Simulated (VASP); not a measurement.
Crystal: NaCl.

```xyz
2
Lattice="2.8600 0.0000 0.0000 0.0000 2.8600 0.0000 0.0000 0.0000 2.8600" Properties=species:S:1:pos:R:3 pbc="T T T"
Na    0.0000    0.0000    0.0000
Cl    1.4300    1.4300    1.4300
```

Base run:

```yaml
Program: VASP 6.6.1
Functional: r2SCAN
Potentials_or_basis: VASP PAW PBE potentials, release 64 (Na_pv, Cl)
Cutoff: 520 eV
k_mesh: 9 × 9 × 9
Occupations: fermi-dirac, width 0.03 eV
Spin: no spin polarisation
```

Its results: band gap on the k mesh 5.42 eV, direct; pressure 63.4 GPa.

Problem. After a change of settings the same cell gave: band gap on the k mesh 4.56 eV, direct; pressure 60.1 GPa. Which change was it?
A. functional from r2SCAN to PBE; k mesh from 9 × 9 × 9 to 4 × 4 × 4
B. functional from r2SCAN to PBEsol
C. functional from r2SCAN to PBE

Solution. B.

r2SCAN gives the wider gap, since meta-GGAs in the generalised Kohn-Sham scheme recover part of the derivative discontinuity.

Caveats: the PAW data sets were made with another functional, which shifts forces and pressure a little.
